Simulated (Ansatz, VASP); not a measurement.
# CoSi2: VASP beside Ansatz

File INCAR:

```
SYSTEM = CoSi2
ALGO = Normal ; EDIFF = 1E-6
ENCUT = 520 ; GGA = PE
ISIF = 2 ; ISMEAR = 0
LASPH = .True. ; LCHARG = .False.
LREAL = .False. ; LWAVE = .False.
NBANDS = 36 ; NELM = 60
PREC = Accurate ; SIGMA = 0.15
```

KPOINTS

```
k-points
0
Gamma
  14 14 5
  0 0 0
```

Contents of POSCAR:

```
CoSi2
1.0
    2.6799390577     -2.6799390577      0.0000000000
    2.6799390577      0.0000000000     -2.6799390577
    8.8239797305      8.8239797305      8.8239797305
Co Si
3 6
Direct
    1.0000000000      0.0000000000      0.5821227325
    0.3333333333      0.3333333333      0.3796487816
    0.6666666667      0.6666666667      0.1771748307
    0.6666666667      0.6666666667      0.3290302939
    1.0000000000      0.0000000000      0.1265563430
    0.3333333333      0.3333333333      0.5315042447
    0.6666666667      0.6666666667      0.0253193676
    1.0000000000      1.0000000000      0.4302672693
    0.3333333333      0.3333333333      0.2277933184
```

Input for Ansatz:

```yaml
crystal:
  lattice:
    - [2.6799390577, -2.6799390577, 0.0]
    - [2.6799390577, 0.0, -2.6799390577]
    - [8.8239797305, 8.8239797305, 8.8239797305]
  atoms:
    - { symbol: Co, position: [1.0, 0.0, 0.5821227325] }
    - { symbol: Co, position: [0.3333333333, 0.3333333333, 0.3796487816] }
    - { symbol: Co, position: [0.6666666667, 0.6666666667, 0.1771748307] }
    - { symbol: Si, position: [0.6666666667, 0.6666666667, 0.3290302939] }
    - { symbol: Si, position: [1.0, 0.0, 0.126556343] }
    - { symbol: Si, position: [0.3333333333, 0.3333333333, 0.5315042447] }
    - { symbol: Si, position: [0.6666666667, 0.6666666667, 0.0253193676] }
    - { symbol: Si, position: [1.0, 1.0, 0.4302672693] }
    - { symbol: Si, position: [0.3333333333, 0.3333333333, 0.2277933184] }
basis:
  ecutwfc: 420
kpoints:
  mp_grid: { grid: [14, 14, 5] }
hamiltonian:
  xc: pbe
scf:
  occupations: { method: gaussian, width: 0.15 }
output:
  forces: true
  stress: true
  eigenvalues: true
```

Alike in both runs: task single point; functional PBE; k mesh 14 × 14 × 5; occupations gaussian, width 0.15 eV; no spin polarisation.

```csv
,VASP,Ansatz
version,VASP 6.6.1,Ansatz 0.2.0
potentials or method,"VASP PAW PBE potentials, release 64 (Co, Si), cutoff 520 eV","scalar-relativistic, plane waves, PAW"
valence electrons in the cell,51,75
```

|  | VASP | Ansatz | Ansatz less VASP |
| --- | --- | --- | --- |
| gap on the k mesh at the Fermi level (eV) | none | none | - |
| rms of the force components (eV/Å) | 0.262 | 0.267 | +0.0056 |

Atom by atom the forces differ by 0.008 eV/Å (rms over components). A gap of «none» marks a metal or a gap that the smearing closes. VASP's potentials hold 51 valence electrons a cell and Ansatz's 75, so a difference there can come from the potentials and not from the codes.
